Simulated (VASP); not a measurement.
Runs of VASP 6.6.1 on Zr. The structure is that of space group Fd-3m (No. 227), or close to it. The cells are those of the table. This isn't the form of Zr at room conditions, which is hcp.

```tsv
task	cell	cutoff (eV)	gap on the mesh (eV)	pressure (GPa)
relaxation of cell and atoms	relaxed to 350 GPa from a = 3.051 Å, angles 60.0°, 2 atoms	600	none	350.0
relaxation of cell and atoms	relaxed to 350 GPa from a = 3.190 Å, angles 60.0°, 2 atoms	600	none	350.0
single point	a = 3.191 Å, angles 60.0°, 2 atoms	520	none	(a)
single point	a = 3.190 Å, angles 60.0°, 2 atoms	520	none	359.3
```

Alike in all rows: level PBE; potentials or basis VASP PAW PBE potentials, release 64 (Zr_sv); no spin polarisation; k mesh 14 × 14 × 14; smearing fermi-dirac 0.1 eV.

Fill in the values left out.

(a) 357.5.

Caveats: atoms lie so close that the PAW spheres overlap strongly, which falsifies energies and pressures; the cell is relaxed towards a set pressure, so the run minimises the enthalpy, not the energy (at least some runs); the cell stands under pressure (at least some runs).

A k mesh can miss the band edges, and the runs leave out spin-orbit coupling on Zr.

A gap of «none» marks levels without a gap at the run's occupations.
